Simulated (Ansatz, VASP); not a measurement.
# Hf in VASP and in Ansatz

The input INCAR:

```
SYSTEM = Hf
PREC     = Accurate       ! precision mode
ENCUT    = 520            ! plane-wave cutoff, eV
EDIFF    = 1E-6           ! SCF threshold, eV
ISMEAR   = -1             ! smearing method
SIGMA    = 0.05           ! smearing width, eV
LREAL    = .FALSE.        ! projectors in reciprocal space
LASPH    = .TRUE.         ! aspherical terms in the spheres
NELM     = 80             ! most SCF steps
ALGO     = Normal         ! electronic algorithm
ISIF     = 2              ! what is computed and relaxed
LWAVE    = .FALSE.        ! write WAVECAR
LCHARG   = .FALSE.        ! write CHGCAR
GGA      = PE             ! functional
NBANDS   = 11             ! bands
```

KPOINTS

```
Automatic mesh
0
G
  10 10 10
  0 0 0
```

The input POSCAR:

```
Hf
1.0
    0.0000000000      2.2492138765      2.2492138765
    2.2492138765      0.0000000000      2.2492138765
    2.2492138765      2.2492138765      0.0000000000
Hf
1
Direct
    0.0000000000      0.0000000000      0.0000000000
```

File input.yaml:

```yaml
crystal:
  lattice:
    - [0.0, 2.2492138765, 2.2492138765]
    - [2.2492138765, 0.0, 2.2492138765]
    - [2.2492138765, 2.2492138765, 0.0]
  atoms:
    - { symbol: Hf, position: [0.0, 0.0, 0.0] }
kpoints:
  mp_grid: { grid: [10, 10, 10] }
scf:
  occupations: { method: fermi_dirac, width: 0.05 }
hamiltonian:
  xc: pbe
  pseudopotentials: { kind: all_electron, lapw: { basis_error: 0.0005 } }
output:
  forces: true
  stress: true
  eigenvalues: true
```

Change from the starting cell: volume scaled by 1.04.

Alike in both runs: task single point; functional PBE; k mesh 10 × 10 × 10; occupations fermi-dirac, width 0.05 eV; no spin polarisation.

|  | VASP | Ansatz |
| --- | --- | --- |
| version | VASP 6.6.1 | Ansatz 0.2.0 |
| potentials or method | VASP PAW PBE potentials, release 64 (Hf_pv), cutoff 520 eV | all-electron LAPW, scalar-relativistic |

```tsv
	VASP	Ansatz	Ansatz less VASP
gap on the k mesh at the Fermi level (eV)	none	none	-
pressure (GPa)	-1.5	-1.0	+0.46
```

A gap of «none» marks a metal or a gap that the smearing closes. Ansatz ran all-electron here, and VASP with PAW potentials.

Neither program's run includes spin-orbit coupling.
